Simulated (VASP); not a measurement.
NaCl: single point with r2SCAN

NaCl:

```xyz
2
Lattice="2.7759 2.7759 0.0000 -2.7759 2.7759 0.0000 0.0000 2.7759 2.8151" Properties=species:S:1:pos:R:3 pbc="T T T"
Na    0.0000    0.0000    0.0000
Cl    0.0000    2.7759    0.0000
```

This cell differs from its parent crystal: film at in-plane strain -0.01.

```yaml
Program: VASP 6.6.1
Task: single point
Functional: r2SCAN
Potentials_or_basis: VASP PAW PBE potentials, release 64 (Na_pv, Cl)
Cutoff: 520 eV
k_mesh: 8 × 8 × 8
Occupations: gaussian, width 0.01 eV
Spin: no spin polarisation
Dipole_correction: no
Further_INCAR_settings: ALGO = Normal; EDIFF = 1e-06; NBANDS = 14
```

* Pressure: 0.3 GPa
* Band gap on the k mesh: 6.06 eV

Stress tensor (GPa, compression positive):
```
 0.54  0.00  0.00
 0.00  0.54  0.00
 0.00  0.00 -0.18
```

Levels at points of the mesh, in eV from the valence-band top:
| k point | band 3 | band 4 | band 5 | band 6 | band 7 | band 8 | band 9 | band 10 | band 11 | band 12 |
| --- | --- | --- | --- | --- | --- | --- | --- | --- | --- | --- |
| (0.00, 0.00, 0.00) | -21.46 | -13.31 | -0.01 | -0.01 | 0.00 | 6.06 | 11.71 | 11.82 | 11.82 | 13.99 |
| (0.50, 0.00, 0.00) | -21.47 | -12.93 | -2.03 | -0.31 | -0.29 | 8.00 | 11.77 | 11.89 | 11.92 | 16.21 |
| (0.50, 0.50, 0.00) | -21.47 | -12.87 | -1.77 | -0.68 | -0.63 | 8.53 | 8.56 | 12.50 | 16.09 | 16.17 |
| (0.00, 0.00, 0.50) | -21.47 | -12.89 | -1.79 | -0.62 | -0.62 | 8.54 | 8.62 | 12.37 | 16.16 | 16.29 |

Wall time 89 s on 1 thread of Intel(R) Xeon(R) Platinum 8488C (Sapphire Rapids) (shared host), peak memory 0.18 GiB.

Caveat: the cell differs from its parent crystal (film at in-plane strain -0.01); the PAW data sets were made with another functional, which shifts forces and pressure a little.
